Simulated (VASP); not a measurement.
## CdSe: single point with PBEsol

The system is CdSe.

```xyz
2
Lattice="3.0413 3.0413 0.0000 -3.0413 3.0413 0.0000 0.0000 3.0413 3.0413" Properties=species:S:1:pos:R:3 pbc="T T T"
Cd    0.0000    0.0000    0.0000
Se    1.5207    4.5620    1.5207
```

```json
{
 "Program": "VASP 6.6.1",
 "Task": "single point",
 "Functional": "PBEsol",
 "Potentials or basis": "VASP PAW PBE potentials, release 64 (Cd, Se)",
 "Cutoff": "520 eV",
 "k mesh": "10 × 10 × 10",
 "Occupations": "fermi-dirac, width 0.05 eV",
 "Spin": "no spin polarisation",
 "Dipole correction": "no",
 "Further INCAR settings": "ALGO = Normal; EDIFF = 1e-07; NBANDS = 16"
}
```

```yaml
Pressure: 0.3 GPa
Band_gap_on_the_k_mesh: 0.48 eV, direct
```

Levels at points of the mesh, in eV from the valence-band top:
| k point | band 7 | band 8 | band 9 | band 10 | band 11 | band 12 |
| --- | --- | --- | --- | --- | --- | --- |
| (0.00, 0.00, 0.00) | 0.00 | 0.00 | 0.00 | 0.48 | 5.85 | 5.85 |
| (0.50, 0.00, 0.00) | -4.45 | -0.76 | -0.76 | 2.29 | 6.36 | 6.36 |
| (0.50, 0.50, 0.00) | -4.13 | -1.88 | -1.88 | 3.00 | 3.67 | 8.98 |

Run time: 29 s on 1 thread of Intel(R) Xeon(R) 6975P-C (Granite Rapids) (shared host), peak memory 0.2 GiB.

Caveat: the PAW data sets were made with another functional, which shifts forces and pressure a little. As with any semilocal functional, this PBEsol gap is likely too small.
